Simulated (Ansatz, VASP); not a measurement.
Two plane-wave programs on SiC

```xyz
2
Lattice="-0.6873 1.8902 1.8902 1.8902 -0.6873 1.8902 1.8902 1.8902 -0.6873" Properties=species:S:1:pos:R:3 pbc="T T T"
Si    0.0000    0.0000    0.0000
C     2.3198    2.3198    2.3198
```

Alike in both runs: task single point; functional r2SCAN; k mesh 12 × 12 × 12; occupations gaussian, width 0.05 eV; no spin polarisation.

|  | VASP | Ansatz |
| --- | --- | --- |
| version | VASP 6.6.1 | Ansatz 0.2.0 |
| potentials or method | VASP PAW PBE potentials, release 64 (Si, C), cutoff 520 eV | scalar-relativistic, plane waves, PAW |
| valence electrons in the cell | 8 | 8 |

```tsv
	VASP	Ansatz	Ansatz less VASP
gap on the k mesh at the Fermi level (eV)	none	none	-
rms of the force components (eV/Å)	17.368	17.898	+0.5298
```

VASP's potentials were made for PBE, not for r2SCAN. Atom by atom the forces differ by 0.530 eV/Å (rms over components). A gap of «none» marks a metal or a gap that the smearing closes. With one functional, cell and mesh, what is left measures potentials, basis and numerics.
